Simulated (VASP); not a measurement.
Crystal: Li.

```
CELL_PARAMETERS angstrom
0.00000 1.90612 1.90612
1.90612 0.00000 1.90612
1.90612 1.90612 0.00000
ATOMIC_POSITIONS crystal
Li 0.00000 0.00000 0.00000
```

This isn't the form of Li at room conditions, which is bcc.

| Item | Value |
| --- | --- |
| Program | VASP 6.6.1 |
| Task | relaxation of cell and atoms |
| Functional | PBE |
| Potentials or basis | VASP PAW PBE potentials, release 64 (Li_sv) |
| Cutoff | 750 eV |
| k mesh | 8 × 8 × 8 |
| Occupations | gaussian, width 0.1 eV |
| Spin | no spin polarisation |

At the start: pressure 9.7 GPa; volume 13.85 Å³/atom.

Q: How do energy, volume and symmetry change on relaxing?

A: Over 4 steps the energy falls by 142.8 meV/atom and the volume is 19.88 Å³/atom (+43.5 %); space group Fm-3m (No. 225, to 0.1 Å) before and after.

The path:
```csv
step,energy change (eV),largest force (eV/Å),pressure (GPa),volume (Å³)
1,0.0000,0.0000,9.70,13.85
2,-0.0802,0.0000,5.34,15.60
3,-0.1384,0.0000,1.09,18.77
4,-0.1428,0.0000,0.21,19.88
```

Final structure:
```xyz
1
Lattice="0.0000 2.1501 2.1501 2.1501 0.0000 2.1501 2.1501 2.1501 0.0000" Properties=species:S:1:pos:R:3 pbc="T T T"
Li    0.0000    0.0000    0.0000
```

Caveat: the volume moved by over 15 % at a fixed basis, so the end points are rough.
